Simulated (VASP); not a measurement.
Write the native input for VASP 6.6.1 that does the following.

```yaml
Task: single point
Functional: PBE
Potentials_or_basis: VASP PAW PBE potentials, release 64 (Sr_sv, O)
Cutoff: 600 eV
k_mesh: 6 × 6 × 6
Occupations: gaussian, width 0.05 eV
Spin: no spin polarisation
Dipole_correction: no
Further_INCAR_settings: ALGO = Normal; EDIFF = 1e-06; NBANDS = 15
```

The structure of SrO lies in POSCAR:

```
SrO
1.0
    0.0000000000      2.7900160815      2.7900160815
    2.7900160815      0.0000000000      2.7900160815
    2.7900160815      2.7900160815      0.0000000000
Sr O
1 1
Direct
    0.0000000000      0.0000000000      0.0000000000
    0.2500000000      0.2500000000      0.2500000000
```

These files were run (other wordings do the same):

INCAR

```
SYSTEM = SrO
PREC = Accurate ; ENCUT = 600
EDIFF = 1E-6 ; ISMEAR = 0
SIGMA = 0.05 ; LREAL = .FALSE.
LASPH = .TRUE. ; NELM = 120
ALGO = Normal ; ISIF = 2
LWAVE = .FALSE. ; LCHARG = .FALSE.
GGA = PE ; NBANDS = 15
GGA_COMPAT = .FALSE.
```

KPOINTS

```
regular mesh
0
G
  6 6 6
  0 0 0
```

Potentials or basis: VASP PAW PBE potentials, release 64 (Sr_sv, O).

The run is started by

```bash
$ cat potpaw_PBE.64/Sr_sv/POTCAR potpaw_PBE.64/O/POTCAR > POTCAR
$ mpirun -np 1 vasp_std > vasp.out
```

It gave:

| Property | Result |
| --- | --- |
| Pressure | 1.5 GPa |
| Band gap on the k mesh | 2.53 eV (least direct gap 3.38 eV) |

It took 10 s on 1 thread of Intel(R) Xeon(R) Platinum 8488C (Sapphire Rapids), on a shared host, peak memory 0.18 GiB.
